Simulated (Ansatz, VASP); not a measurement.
**Two plane-wave programs on HfO2**

Contents of INCAR:

```
SYSTEM = HfO2
PREC = Accurate ; ENCUT = 520
EDIFF = 1E-6 ; ISMEAR = 0
SIGMA = 0.05 ; LREAL = .FALSE.
LASPH = .TRUE. ; NELM = 100
ALGO = Normal ; ISIF = 2
LWAVE = .FALSE. ; LCHARG = .FALSE.
GGA = PE ; NBANDS = 18
```

Contents of KPOINTS:

```
Automatic mesh
0
G
  8 8 8
  0 0 0
```

The input POSCAR:

```
HfO2
1.0
    0.0159843750      2.5575000000      2.5575000000
    2.5575000000      0.0159843750      2.5575000000
    2.5734843750      2.5734843750      0.0000000000
Hf O
1 2
Direct
    0.0000000000      0.0000000000      0.0000000000
    0.2500000000      0.2500000000      0.2500000000
    0.7500000000      0.7500000000      0.7500000000
```

Input for Ansatz:

```yaml
crystal:
  lattice:
    - [0.015984375, 2.5575, 2.5575]
    - [2.5575, 0.015984375, 2.5575]
    - [2.573484375, 2.573484375, 0.0]
  atoms:
    - { symbol: Hf, position: [0.0, 0.0, 0.0] }
    - { symbol: O, position: [0.25, 0.25, 0.25] }
    - { symbol: O, position: [0.75, 0.75, 0.75] }
basis:
  ecutwfc: 420
kpoints:
  mp_grid: { grid: [8, 8, 8] }
hamiltonian:
  xc: pbe
scf:
  occupations: { method: gaussian, width: 0.05 }
output:
  forces: true
  stress: true
  eigenvalues: true
```

Change from the starting cell: strain +0.0125 x Voigt [0, 0, 0, 0, 0, 1], atoms carried along.

Alike in both runs: task single point; functional PBE; k mesh 8 × 8 × 8; occupations gaussian, width 0.05 eV; no spin polarisation.

|  | VASP | Ansatz |
| --- | --- | --- |
| version | VASP 6.6.1 | Ansatz 0.2.0 |
| potentials or method | VASP PAW PBE potentials, release 64 (Hf_pv, O), cutoff 520 eV | scalar-relativistic, plane waves, PAW |
| valence electrons in the cell | 22 | 38 |

Ansatz gave:

| Item | Value |
| --- | --- |
| gap on the k mesh at the Fermi level (eV) | 3.72 |
| least direct gap on the mesh (eV) | 3.72 |
| pressure (GPa) | -2.4 |
| traceless stress, the component that is largest in VASP (GPa) | -1.03 |
| rms of the force components (eV/Å) | 0.036 |

Task: What did VASP give for the same quantities?

Result: gap on the k mesh at the Fermi level (eV): 3.73; least direct gap on the mesh (eV): 3.73; pressure (GPa): -5.9; traceless stress, the component that is largest in VASP (GPa): -0.98; rms of the force components (eV/Å): 0.033.

Atom by atom the forces differ by 0.004 eV/Å (rms over components). VASP's potentials hold 22 valence electrons a cell and Ansatz's 38, so a difference there can come from the potentials and not from the codes.

Neither program's run includes spin-orbit coupling.
